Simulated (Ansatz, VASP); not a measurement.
# Two plane-wave programs on P

```xyz
1
Lattice="2.4687 0.0000 0.0000 0.0000 2.4687 0.0000 0.0000 0.0000 2.4687" Properties=species:S:1:pos:R:3 pbc="T T T"
P     0.0000    0.0000    0.0000
```

Alike in both runs: task single point; functional PBE; k mesh 22 × 22 × 22; occupations gaussian, width 0.1 eV; no spin polarisation.

|  | VASP | Ansatz |
| --- | --- | --- |
| version | VASP 6.6.1 | Ansatz 0.2.0 |
| potentials or method | VASP PAW PBE potentials, release 64 (P), cutoff 520 eV | scalar-relativistic, plane waves, PAW |
| valence electrons in the cell | 5 | 5 |

VASP gave:

```
gap on the k mesh at the Fermi level (eV) : none
pressure (GPa)                            : -3.3
```

Q: What did Ansatz give for the same quantities?

A: gap on the k mesh at the Fermi level (eV): none; pressure (GPa): -3.1.

A gap of «none» marks a metal or a gap that the smearing closes.
